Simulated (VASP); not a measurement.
Runs of VASP 6.6.1 on Ga. The structure is that of space group Pm-3m (No. 221), or close to it. The cells are those of the table. This isn't the form of Ga at room conditions, which is orthorhombic.

```csv
cell,gap on the mesh (eV),pressure (GPa)
"a = 2.738 Å, 1 atom",none,(a)
"a = 2.756 Å, 1 atom",none,-1.6
"a = 2.720 Å, 1 atom",none,0.0
"a = 2.702 Å, 1 atom",none,1.1
"a = 2.774 Å, 1 atom",none,(b)
```

Alike in all rows: task single point; level PBE; potentials or basis VASP PAW PBE potentials, release 64 (Ga_d); no spin polarisation; k mesh 40 × 40 × 40; cutoff (eV) 520; smearing fermi-dirac 0.0612256 eV.

Fill in the values left out.

(a) -0.9; (b) -2.3.

A k mesh can miss the band edges, and the runs leave out spin-orbit coupling on Ga.

A gap of «none» marks levels without a gap at the run's occupations.
